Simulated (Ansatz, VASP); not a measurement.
One calculation of LiH, two programs

```
Li H
1.0
    -0.00013    0.00221    2.83128
     2.83314   -0.00066    0.00094
     0.00095    4.02278   -0.00302
Li H
2 2
Cartesian
  1.4168 0.3377 -0.7083
  0.0007 2.3517 0.7061
  2.8330 0.3305 0.7090
  1.4169 2.3447 2.1223
```

Change from the starting cell: cell x2, atoms moved at random (sigma 0.15 Å) and cell strained at random (1.5 %), then relaxed without symmetry.

Alike in both runs: functional PBE; k mesh 6 × 6 × 4; occupations gaussian, width 0.1 eV; no spin polarisation.

Ansatz relaxed the structure, and its values are those at the end. VASP's run is a single point on that final structure, the one shown.

```csv
,VASP,Ansatz
version,VASP 6.6.1,Ansatz 0.2.0
potentials or method,"VASP PAW PBE potentials, release 64 (Li_sv, H), cutoff 520 eV","scalar-relativistic, plane waves, PAW"
valence electrons in the cell,8,8
```

```tsv
	VASP	Ansatz	Ansatz less VASP
gap on the k mesh at the Fermi level (eV)	2.93	2.93	+0.006
least direct gap on the mesh (eV)	2.96	2.97	+0.007
rms of the force components (eV/Å)	0.005	0.005	0.0000
```

Noted on VASP's run: the cutoff is short for stress, so the pressure is rough.
